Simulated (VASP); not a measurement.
# AlRu (Pm-3m) in VASP: further runs

The runs below take AlRu through relaxation of cell and atoms, with PBE.

Everything below comes from runs of VASP 6.6.1. Logs are shortened: lines on timing, memory, paths and dates and some standing lists are left out, and cuts for length are marked.

## 1. The cell of the first run

Symmetry: Pm-3m, No. 221, cubic system. Conventional cell: a = 2.985 Å, b = 2.985 Å, c = 2.985 Å, α = 90.00°, β = 90.00°, γ = 90.00°. Within 3.4 Å of Al (site symmetry m-3m) lie 8 Ru at 2.59 Å and 6 Al at 2.99 Å. Ru (site symmetry m-3m) has 8 Al at 2.59 Å and 6 Ru at 2.99 Å within 3.4 Å.

## 2. Relaxation of cell and atoms, PBE, target pressure 4 GPa, at which the enthalpy is minimised

Input file INCAR:

```
  ALGO = Normal
  EDIFF = 1E-6
  EDIFFG = -0.008
  ENCUT = 600
  GGA = PE
  IBRION = 2
  ISIF = 3
  ISMEAR = 0
  LASPH = T
  LCHARG = F
  LREAL = F
  LWAVE = F
  NELM = 80
  NSW = 70
  PREC = Accurate
  PSTRESS = 40.0
  SIGMA = 0.1
```

Input file KPOINTS:

```
k-points
0
Gamma
  14 14 14
```

Input file POSCAR:

```
AlRu
1.0
    2.9850207344      0.0000000000      0.0000000000
    0.0000000000      2.9850207344      0.0000000000
    0.0000000000      0.0000000000      2.9850207344
Al Ru
1 1
Direct
    0.0000000000      0.0000000000      0.0000000000
    0.5000000000      0.5000000000      0.5000000000
```

Potentials or basis: VASP PAW PBE potentials, release 64 (Al, Ru_pv).

Run with:

```
> cat potpaw_PBE.64/Al/POTCAR potpaw_PBE.64/Ru_pv/POTCAR > POTCAR
> mpirun -np 1 vasp_std > vasp.out
```

OUTCAR:

```text
EDIFF = 1E-6
   EDIFFG = -0.008
   ENCUT = 600
   GGA = PE
   IBRION = 2
   ISIF = 3
   ISMEAR = 0
   LASPH = T
   LREAL = F
   NELM = 80
   NSW = 70
   PREC = Accurate
   PSTRESS = 40.0

 ion  position               nearest neighbor table
   1  0.000  0.000  0.000-   2 2.59   2 2.59   2 2.59   2 2.59   2 2.59   2 2.59   2 2.59   2 2.59

   2  0.500  0.500  0.500-   1 2.59   1 2.59   1 2.59   1 2.59   1 2.59   1 2.59   1 2.59   1 2.59

  LATTYP: Found a simple cubic cell.
 ALAT       =     2.9850207344

  Lattice vectors:

 A1 = (   2.9850207344,   0.0000000000,   0.0000000000)
 A2 = (   0.0000000000,   2.9850207344,   0.0000000000)
 A3 = (   0.0000000000,   0.0000000000,   2.9850207344)

Analysis of symmetry for initial positions (statically):
=====================================================================
 Subroutine PRICEL returns:
 Original cell was already a primitive cell.

 Routine SETGRP: Setting up the symmetry group for a
 simple cubic supercell.

 Subroutine GETGRP returns: Found 48 space group operations
 (whereof 48 operations were pure point group operations)
 out of a pool of 48 trial point group operations.

The static configuration has the point symmetry O_h .

Analysis of symmetry for dynamics (positions and initial velocities):
=====================================================================
 Subroutine PRICEL returns:
 Original cell was already a primitive cell.

 Routine SETGRP: Setting up the symmetry group for a
 simple cubic supercell.

 Subroutine GETGRP returns: Found 48 space group operations
 (whereof 48 operations were pure point group operations)
 out of a pool of 48 trial point group operations.

The dynamic configuration has the point symmetry O_h .

 Subroutine INISYM returns: Found 48 space group operations
 (whereof 48 operations are pure point group operations),
 and found     1 'primitive' translations

----------------------------------------------------------------------------------------

                                     Primitive cell

  volume of cell :      26.5976

  direct lattice vectors                    reciprocal lattice vectors
     2.985020734  0.000000000  0.000000000     0.335006048  0.000000000  0.000000000
     0.000000000  2.985020734  0.000000000     0.000000000  0.335006048  0.000000000
     0.000000000  0.000000000  2.985020734     0.000000000  0.000000000  0.335006048

  length of vectors
     2.985020734  2.985020734  2.985020734     0.335006048  0.335006048  0.335006048

  position of ions in fractional coordinates (direct lattice)
     0.000000000  0.000000000  0.000000000
     0.500000000  0.500000000  0.500000000

  ion indices of the primitive-cell ions
   primitive index   ion index
                 1           1
                 2           2

----------------------------------------------------------------------------------------

 KPOINTS: k-points

Automatic generation of k-mesh.
 Grid dimensions read from file:
 generate k-points for:   14   14   14

 Generating k-lattice:

  Cartesian coordinates                     Fractional coordinates (reciprocal lattice)
     0.023929003  0.000000000  0.000000000     0.071428571  0.000000000  0.000000000
     0.000000000  0.023929003  0.000000000     0.000000000  0.071428571  0.000000000
     0.000000000  0.000000000  0.023929003     0.000000000  0.000000000  0.071428571

  Length of vectors
     0.023929003  0.023929003  0.023929003

  Shift w.r.t. Gamma in fractional coordinates (k-lattice)
     0.000000000  0.000000000  0.000000000

 Subroutine IBZKPT returns following result:
 ===========================================

 Found    120 irreducible k-points:

 Following reciprocal coordinates:
            Coordinates               Weight
  0.000000  0.000000  0.000000      1.000000
  0.071429  0.000000  0.000000      6.000000
  0.142857  0.000000  0.000000      6.000000
  0.214286  0.000000  0.000000      6.000000
  0.285714  0.000000  0.000000      6.000000
  0.357143  0.000000  0.000000      6.000000
[... 16 lines left out ...]
  0.285714  0.214286  0.000000     24.000000
  0.357143  0.214286  0.000000     24.000000
 [... further k-points ...]
   k-points           NKPTS =    120   k-points in BZ     NKDIM =    120   number of bands    NBANDS=     12
   number of dos      NEDOS =    301   number of ions     NIONS =      2
   total plane-waves  NPLWV =  13824
   dimension x,y,z NGX =    24 NGY =   24 NGZ =   24
   dimension x,y,z NGXF=    48 NGYF=   48 NGZF=   48
   ions per type =               1   1
   NGX,Y,Z   is equivalent  to a cutoff of  13.37, 13.37, 13.37 a.u.
   NGXF,Y,Z  is equivalent  to a cutoff of  26.73, 26.73, 26.73 a.u.
 SYSTEM =  unknown system
   PREC   = accura    normal or accurate (medium, high low for compatibility)
   ISTART =      0    job   : 0-new  1-cont  2-samecut
   ICHARG =      2    charge: 1-file 2-atom 10-const
   ISPIN  =      1    spin polarized calculation?
   LNONCOLLINEAR =      F non collinear calculations
   LSORBIT =      F    spin-orbit coupling
   LASPH  =      T    aspherical Exc in radial PAW
   ENCUT  =  600.0 eV  44.10 Ry    6.64 a.u.   5.96  5.96  5.96*2*pi/ulx,y,z
   NELM   =     80;   NELMIN=  2; NELMDL= -5     # of ELM steps
   EDIFF  = 0.1E-05   stopping-criterion for ELM
   LREAL  =      F    real-space projection
   EDIFFG = -.8E-02   stopping-criterion for IOM
   NSW    =     70    number of steps for IOM
   IBRION =      2    ionic relax: 0-MD 1-quasi-New 2-CG
   NFREE  =      1    steps in history (QN), initial steepest desc. (CG)
   ISIF   =      3    stress and relaxation
   ISYM   =      2    0-nonsym 1-usesym 2-fastsym
   POTIM  = 0.5000    time-step for ionic-motion
   TEBEG  =    0.0;   TEEND  =   0.0 temperature during run
   PSTRESS=   40.0 pullay stress
   NELECT =      17.0000    total number of electrons
   NUPDOWN=      -1.0000    fix difference up-down
   EMIN   =  10.00;   EMAX   =-10.00  energy-range for DOS
   EFERMI =   0.00;   METHOD = LEGACY
   ISMEAR =     0;   SIGMA  =   0.10  broadening in eV -4-tet -1-fermi 0-gaus
   EFERMI_NEDOS =   21; number of points for ismear=-14 and -15
   IALGO  =     38    algorithm
   IMIX   =      4    mixing-type and parameters
     AMIX     =   0.40;   BMIX     =  1.00
     AMIX_MAG =   1.60;   BMIX_MAG =  1.00
  volume/ion in A,a.u.               =      13.30        89.74
  Fermi-wavevector in a.u.,A,eV,Ry     =   1.410188  2.664870 27.056969  1.988631
  Thomas-Fermi vector in A             =   2.532168
   LORBIT       =      0    0 simple, 1 ext, 2 COOP (PROOUT), +10 PAW based schemes
   GGA     = PE    functional components
   LHFCALC =     F    Hartree Fock is set to
   AEXX    =    0.0000 exact exchange contribution
   IVDW    =     0    specifies the selected vdW correction
   LEPSILON=     F    determine dielectric tensor
   LRPA    =     F    only Hartree local field effects (RPA)
 conjugate gradient relaxation of ions
 non-spin polarized calculation
 Gauss-broadening in eV      SIGMA  =   0.10
  energy-cutoff  :      600.00
  volume of cell :       26.60
 maximum number of plane-waves:       912
 NGX is ok and might be reduce to    24
   NGX = 11   NGY = 11   NGZ = 11

 number of electron      16.9999995 magnetization

 Free energy of the ion-electron system (eV)
  ---------------------------------------------------
  ext. energy  EPLUGINS =         0.00000000
  ---------------------------------------------------
  free energy    TOTEN  =       -14.25173092 eV

  energy without entropy =      -14.24214590  energy(sigma->0) =      -14.24693841

 E-fermi :  10.8078     XC(G=0): -12.6000

 val. band max:       10.7968923566   @ k =   0.5000   0.2857   0.1429
 cond. band min:      10.8093997962   @ k =   0.1429   0.0714   0.0714
 fundamental gap:      0.0125074396
 Fermi energy:        10.8078113206

 k-point     1 :       0.0000    0.0000    0.0000
  band No.  band energies     occupation
      1     -30.9569      2.00000
      2     -30.9569      2.00000
      3     -30.9569      2.00000
      4       1.0967      2.00000
      5       7.2104      2.00000
      6       7.2104      2.00000
      7      10.9918      0.00925
      8      10.9918      0.00925
      9      10.9918      0.00925
     10      16.9206      0.00000
     11      16.9206      0.00000
     12      16.9206      0.00000

 k-point     2 :       0.0714    0.0000    0.0000
  band No.  band energies     occupation
      1     -30.9676      2.00000
      2     -30.9560      2.00000
      3     -30.9560      2.00000
      4       1.1954      2.00000
      5       7.2453      2.00000
      6       7.2454      2.00000
      7      10.8672      0.40111
      8      10.8672      0.40110
      9      11.0040      0.00552
     10      16.4360      0.00000
     11      17.1199      0.00000
     12      17.1199      0.00000

 k-point     3 :       0.1429    0.0000    0.0000
  band No.  band energies     occupation
      1     -30.9977      2.00000
      2     -30.9534      2.00000
      3     -30.9534      2.00000
      4       1.4870      2.00000
      5       7.3223      2.00000
      6       7.3453      2.00000
      7      10.5496      1.99974
      8      10.5496      1.99974
      9      11.0384      0.00111
     10      15.4091      0.00000
     11      17.6618      0.00000
     12      17.6618      0.00000
[... 286 lines left out ...]
 k-point    23 :       0.2857    0.2143    0.0000
  band No.  band energies     occupation
      1     -31.0794      2.00000
      2     -31.0274      2.00000
      3     -30.9384      2.00000
      4       3.3050      2.00000
      5       7.3000      2.00000
      6       8.0506      2.00000
      7       9.1739      2.00000
      8       9.8923      2.00000
      9      10.4114      2.00000
     10      14.1094      0.00000
     11      16.5721      0.00000
     12      20.2332      0.00000

 k-point    24 :       0.3571    0.2143    0.0000
  band No.  band energies     occupation
      1     -31.1213      2.00000
      2     -31.0231      2.00000
      3     -30.9347      2.00000
      4       3.9590      2.00000
      5       6.8597      2.00000
      6       8.2444      2.00000
      7       9.1794      2.00000
      8       9.6087      2.00000
      9      10.4663      2.00000
     10      13.4805      0.00000
     11      17.1986      0.00000
     12      19.7331      0.00000

 [... further k-points ...]

------------------------ aborting loop because EDIFF is reached ----------------------------------------

  FORCE on cell =-STRESS in cart. coord.  units (eV):
  Direction    XX          YY          ZZ          XY          YZ          ZX
  --------------------------------------------------------------------------------------
  -------------------------------------------------------------------------------------
  Total        0.6625292      0.6625292      0.6625292      0.0000000      0.0000000     -0.0000000
  in kB       39.9092461     39.9092461     39.9092461      0.0000000      0.0000000     -0.0000000
  external PRESSURE =      -0.0907539 kB  Pullay stress =      40.0000000 kB

 VOLUME and BASIS-vectors are now :
 -----------------------------------------------------------------------------
  energy-cutoff  :      600.00
  volume of cell :       26.60
      direct lattice vectors                 reciprocal lattice vectors
     2.985020734  0.000000000  0.000000000     0.335006048  0.000000000  0.000000000
     0.000000000  2.985020734  0.000000000     0.000000000  0.335006048  0.000000000
     0.000000000  0.000000000  2.985020734     0.000000000  0.000000000  0.335006048

 POSITION                                       TOTAL-FORCE (eV/Angst)
 -----------------------------------------------------------------------------------
      0.00000      0.00000      0.00000         0.000000      0.000000      0.000000
      1.49251      1.49251      1.49251         0.000000      0.000000      0.000000
 -----------------------------------------------------------------------------------
    total drift:                                0.000000     -0.000000     -0.000000

  FREE ENERGIE OF THE ION-ELECTRON SYSTEM (eV)
  ---------------------------------------------------
  free  energy   TOTEN  =       -14.2517309160 eV

  energy  without entropy=      -14.2421458970  energy(sigma->0) =      -14.24693841

  enthalpy is  TOTEN    =       -13.5876951598 eV   P V=        0.6640357562

 reached required accuracy - stopping structural energy minimisation
```

It took 27 s on 1 thread of Intel Xeon 8259CL, shared host; peak memory 0.18 GiB.

Results:

| Quantity | Value |
| --- | --- |
| Free energy | -14.2517 eV |
| Pressure after relaxing | 4.0 GPa |
| Band gap on the k mesh | zero (an odd number of electrons rules out a gap without spin polarisation) |

Final structure:
```
CELL_PARAMETERS angstrom
2.98502 0.00000 0.00000
0.00000 2.98502 0.00000
0.00000 0.00000 2.98502
ATOMIC_POSITIONS crystal
Al 0.00000 0.00000 0.00000
Ru 0.50000 0.50000 0.50000
```

Caveat: the relaxation stopped at its first step, so nothing moved; the cell is relaxed towards a set pressure, so the run minimises the enthalpy, not the energy.

## 3. Relaxation of cell and atoms, PBE, target pressure 1 GPa, at which the enthalpy is minimised

This run uses another cell than the first one, of 13.42 Å³/atom.

Input file INCAR:

```
  PREC = Accurate
  ENCUT = 600
  EDIFF = 1E-6
  ISMEAR = 0
  SIGMA = 0.1
  LREAL = F
  LASPH = T
  NELM = 100
  ALGO = Normal
  ISIF = 3
  LWAVE = F
  LCHARG = F
  GGA = PE
  IBRION = 2
  NSW = 70
  EDIFFG = -0.008
  PSTRESS = 10.0
```

Input file KPOINTS:

```
Automatic mesh
0
Gamma
  14 14 14
```

Input file POSCAR:

```
AlRu
1.0
    2.9940891926      0.0000000000      0.0000000000
    0.0000000000      2.9940891926      0.0000000000
    0.0000000000      0.0000000000      2.9940891926
Al Ru
1 1
Direct
    0.0000000000      0.0000000000      0.0000000000
    0.5000000000      0.5000000000      0.5000000000
```

Potentials or basis: VASP PAW PBE potentials, release 64 (Al, Ru_pv).

Run with:

```
> cat potpaw_PBE.64/Al/POTCAR potpaw_PBE.64/Ru_pv/POTCAR > POTCAR
> mpirun -np 1 vasp_std > vasp.out
```

Wall time 67 s (1 thread of Intel Xeon 8259CL, shared host); peak memory 0.18 GiB.

It converged, with:

* Free energy: -14.2576 eV
* Relaxed volume: 13.48 Å³/atom
* Relaxed cell: a = 2.999 Å, b = 2.999 Å, c = 2.999 Å, α = 90.00°, β = 90.00°, γ = 90.00°
* Space group after relaxing (to 0.1 Å): Pm-3m (No. 221)
* Energy change on relaxing (the run minimises the enthalpy): -0.6 meV/atom
* Ionic steps: 3
* Pressure after relaxing: 1.0 GPa
* Band gap on the k mesh: zero (an odd number of electrons rules out a gap without spin polarisation)

The path:
```tsv
step	energy change (eV)	largest force (eV/Å)	pressure (GPa)	volume (Å³)
1	0.0000	0.0000	2.01	26.84
2	-0.0015	0.0000	-0.54	27.17
3	-0.0012	0.0000	1.00	26.97
```

Final structure:
```xyz
2
Lattice="2.9988 0.0000 0.0000 0.0000 2.9988 0.0000 0.0000 0.0000 2.9988" Properties=species:S:1:pos:R:3 pbc="T T T"
Al    0.0000    0.0000    0.0000
Ru    1.4994    1.4994    1.4994
```

Levels at points of the mesh, in eV from the Fermi level:
```csv
k point,band 6,band 7,band 8,band 9,band 10,band 11,band 12
"(0.00, 0.00, 0.00)",-3.52,0.18,0.18,0.18,6.05,6.05,6.05
"(0.50, 0.00, 0.00)",-2.73,-1.58,-1.58,0.43,2.27,7.45,11.00
"(0.50, 0.50, 0.00)",-1.36,-1.36,-1.15,-1.15,1.52,5.27,6.16
"(0.50, 0.50, 0.50)",-4.59,1.61,1.61,2.53,4.12,4.12,4.12
```

Caveat: the cell is relaxed towards a set pressure, so the run minimises the enthalpy, not the energy.
